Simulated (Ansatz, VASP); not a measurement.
Fe in VASP and in Ansatz

Contents of INCAR:

```
SYSTEM = Fe
ALGO = Normal
EDIFF = 1E-6
ENCUT = 520
GGA = RE
ISIF = 2
ISMEAR = -1
LASPH = .TRUE.
LCHARG = .TRUE.
LELF = .TRUE.
LREAL = .FALSE.
LVHAR = .TRUE.
LWAVE = .FALSE.
NBANDS = 15
NELM = 80
PREC = Accurate
SIGMA = 0.1
```

Contents of KPOINTS:

```
k-points
0
G
  13 13 13
  0 0 0
```

POSCAR

```
Fe
1.0
    0.0000000000      2.5164318925      2.5164318925
    2.5164318925      0.0000000000      2.5164318925
    2.5164318925      2.5164318925      0.0000000000
Fe
2
Direct
    0.1250000000      0.1250000000      0.1250000000
    0.8750000000      0.8750000000      0.8750000000
```

Input for Ansatz:

```yaml
crystal:
  lattice:
    - [0.0, 2.5164318925, 2.5164318925]
    - [2.5164318925, 0.0, 2.5164318925]
    - [2.5164318925, 2.5164318925, 0.0]
  atoms:
    - { symbol: Fe, position: [0.125, 0.125, 0.125] }
    - { symbol: Fe, position: [0.875, 0.875, 0.875] }
hamiltonian:
  xc: revpbe
  pseudopotentials:
    kind: paw
    azcp:
      Fe: "pseudopotentials/Fe.paw.azcp"
basis:
  ecutwfc: 420
  fft_grid_basis: typed
kpoints:
  mp_grid: { grid: [13, 13, 13], shift: [0, 0, 0] }
magnetization:
  spin_polarized: false
scf:
  occupations: { method: fermi_dirac, width: 0.1 }
  lower_state_search: "off"
output:
  stress: true
```

Alike in both runs: task single point; functional revPBE; k mesh 13 × 13 × 13; occupations fermi-dirac, width 0.1 eV; no spin polarisation.

|  | VASP | Ansatz |
| --- | --- | --- |
| version | VASP 6.6.1 | Ansatz 0.2.0 |
| potentials or method | VASP PAW PBE potentials, release 64 (Fe), cutoff 520 eV | plane waves (420 eV) with PAW, scalar-relativistic |
| valence electrons in the cell | 16 | 32 |

|  | VASP | Ansatz | Ansatz less VASP |
| --- | --- | --- | --- |
| pressure (GPa) | -10.1 | -9.4 | +0.71 |

VASP's potentials were made for PBE, not for revPBE. VASP's potentials hold 16 valence electrons a cell and Ansatz's 32, so a difference there can come from the potentials and not from the codes.
